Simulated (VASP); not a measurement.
# LiH3 (Fm-3m) in VASP: a series of runs, part 2 of 2

VASP 6.6.1. Earlier steps stand in the parts before.

### 4 Relaxation of cell and atoms, PBE

This run uses another cell than the first one, of 10.02 Å³/atom.

INCAR reads:

```
  ALGO = Normal
  EDIFF = 1E-6
  EDIFFG = -0.04
  ENCUT = 600
  GGA = PE
  IBRION = 2
  ISIF = 3
  ISMEAR = 0
  LASPH = True
  LCHARG = False
  LREAL = False
  LWAVE = False
  NELM = 80
  NSW = 90
  PREC = Accurate
  SIGMA = 0.1
```

KPOINTS reads:

```
k-points
0
Gamma
  6 6 6
```

POSCAR reads:

```
LiH3
1.0
    0.0000000000      2.7163164400      2.7163164400
    2.7163164400      0.0000000000      2.7163164400
    2.7163164400      2.7163164400      0.0000000000
Li H
1 3
Direct
    0.0000000000      0.0000000000      0.0000000000
    0.2500000000      0.2500000000      0.2500000000
    0.7500000000      0.7500000000      0.7500000000
    0.5000000000      0.5000000000      0.5000000000
```

Potentials or basis: VASP PAW PBE potentials, release 64 (Li_sv, H).

On the command line:

```
$ cat potpaw_PBE.64/Li_sv/POTCAR potpaw_PBE.64/H/POTCAR > POTCAR
$ mpirun -np 1 vasp_std > vasp.out
```

OUTCAR:

```text
EDIFF = 1E-6
   EDIFFG = -0.04
   ENCUT = 600
   GGA = PE
   IBRION = 2
   ISIF = 3
   ISMEAR = 0
   LASPH = True
   LREAL = False
   NELM = 80
   NSW = 90
   PREC = Accurate

 ion  position               nearest neighbor table
   1  0.000  0.000  0.000-
   2  0.250  0.250  0.250-
   3  0.750  0.750  0.750-
   4  0.500  0.500  0.500-

  LATTYP: Found a face centered cubic cell.
 ALAT       =     5.4326328800

  Lattice vectors:

 A1 = (   0.0000000000,   2.7163164400,   2.7163164400)
 A2 = (   2.7163164400,   0.0000000000,   2.7163164400)
 A3 = (   2.7163164400,   2.7163164400,   0.0000000000)
[... 170 lines left out ...]
  free energy    TOTEN  =        -8.67957978 eV

  energy without entropy =       -8.66711913  energy(sigma->0) =       -8.67334946

------------------------ aborting loop because EDIFF is reached ----------------------------------------

  FORCE on cell =-STRESS in cart. coord.  units (eV):
  Direction    XX          YY          ZZ          XY          YZ          ZX
  --------------------------------------------------------------------------------------
  -------------------------------------------------------------------------------------
  Total       -2.8723134     -2.8723134     -2.8723134     -0.0000000      0.0000000     -0.0000000
  in kB     -114.8077815   -114.8077815   -114.8077815     -0.0000000      0.0000000     -0.0000000
  external PRESSURE =    -114.8077815 kB  Pullay stress =       0.0000000 kB
[... 678 lines left out ...]
--------------------------------------- Ionic step        6  -------------------------------------------

 number of electron       6.0000001 magnetization

 Free energy of the ion-electron system (eV)
  ---------------------------------------------------
  ext. energy  EPLUGINS =         0.00000000
  ---------------------------------------------------
  free energy    TOTEN  =        -9.81662282 eV

  energy without entropy =       -9.80545697  energy(sigma->0) =       -9.81103990

 E-fermi :   1.2510     XC(G=0):  -9.7154

 val. band max:        1.2318966285   @ k =   0.5000   0.3333   0.0000
 cond. band min:       1.7620500023   @ k =   0.5000   0.5000   0.0000
 fundamental gap:      0.5301533738
 Fermi energy:         1.2509597133
[... 189 lines left out ...]
  FREE ENERGIE OF THE ION-ELECTRON SYSTEM (eV)
  ---------------------------------------------------
  free  energy   TOTEN  =        -9.8166228236 eV

  energy  without entropy=       -9.8054569672  energy(sigma->0) =       -9.81103990

 reached required accuracy - stopping structural energy minimisation
```

CONTCAR:

```text
LiH3
   1.00000000000000
    -0.0000000000000000    2.1694201929387287    2.1694201929387287
     2.1694201929387287   -0.0000000000000000    2.1694201929387287
     2.1694201929387287    2.1694201929387287   -0.0000000000000000
  Li              H
     1     3
Direct
     0.0000000000000000    1.0000000000000000    1.0000000000000000
     0.2500000000000000    0.2500000000000000    0.2500000000000000
     0.7500000000000000    0.7500000000000000    0.7500000000000000
     0.5000000000000000    0.5000000000000000    0.5000000000000000

  0.00000000E+00  0.00000000E+00  0.00000000E+00
  0.00000000E+00  0.00000000E+00  0.00000000E+00
  0.00000000E+00  0.00000000E+00  0.00000000E+00
  0.00000000E+00  0.00000000E+00  0.00000000E+00
```

It took 31 s on 1 thread of Intel Xeon Platinum 8259CL at 2.50GHz (Skylake/Cascade Lake), shared host; peak memory 0.17 GiB.

Results:

| Property | Result |
| --- | --- |
| Free energy | -9.8166 eV |
| Relaxed volume | 5.11 Å³/atom |
| Relaxed cell | a = 3.068 Å, b = 3.068 Å, c = 3.068 Å, α = 60.00°, β = 60.00°, γ = 60.00° |
| Space group after relaxing (to 0.1 Å) | Fm-3m (No. 225) |
| Energy gained by relaxing | 284.3 meV/atom |
| Ionic steps | 6 |
| Pressure after relaxing | 0.6 GPa |
| Band gap on the k mesh | zero (bands 3 and 4 overlap by 5.75 eV) |

Step by step:
```csv
step,energy change (eV),largest force (eV/Å),pressure (GPa),volume (Å³)
1,0.0000,0.0000,-11.48,40.08
2,-0.2913,0.0000,-11.65,36.06
3,-0.9876,0.0000,-8.21,25.62
4,0.6405,0.0000,95.34,11.19
5,-1.1069,0.0000,-4.42,22.69
6,-1.1370,0.0000,0.57,20.42
```

Final structure:
```yaml
crystal:
  lattice:
    - [0.00000, 2.16942, 2.16942]
    - [2.16942, 0.00000, 2.16942]
    - [2.16942, 2.16942, 0.00000]
  atoms:
    - { symbol: Li, position: [0.00000, 0.00000, 0.00000] }
    - { symbol: H, position: [0.25000, 0.25000, 0.25000] }
    - { symbol: H, position: [0.75000, 0.75000, 0.75000] }
    - { symbol: H, position: [0.50000, 0.50000, 0.50000] }
```

Caveat: the cutoff is under 1.25 times the usual one of these potentials, so pressure, stress and relaxed cells hold a basis-set (Pulay) error; the volume moved by over 15 % at a fixed basis, so the end points are rough.

### 5 The runs side by side

| task | cell | cutoff (eV) | gap on the mesh (eV) |
| --- | --- | --- | --- |
| single point | a = 3.084 Å, angles 60.0°, 4 atoms | 520 | none |
| single point | a = 3.841 Å, angles 60.0°, 4 atoms | 520 | none |
| relaxation of cell and atoms | relaxed from a = 3.841 Å, angles 60.0°, 4 atoms | 600 | none |

Alike in all rows: level PBE; potentials or basis VASP PAW PBE potentials, release 64 (Li_sv, H); no spin polarisation; k mesh 6 × 6 × 6; smearing gaussian 0.1 eV.

Caveats: some runs use coarse meshes; the cutoff is under 1.25 times the usual one of these potentials, so pressure, stress and relaxed cells hold a basis-set (Pulay) error; the volume moved by over 15 % at a fixed basis, so the end points are rough (at least some runs).

Total energies depend on the potentials used, so only differences within one code and one set of settings carry meaning.
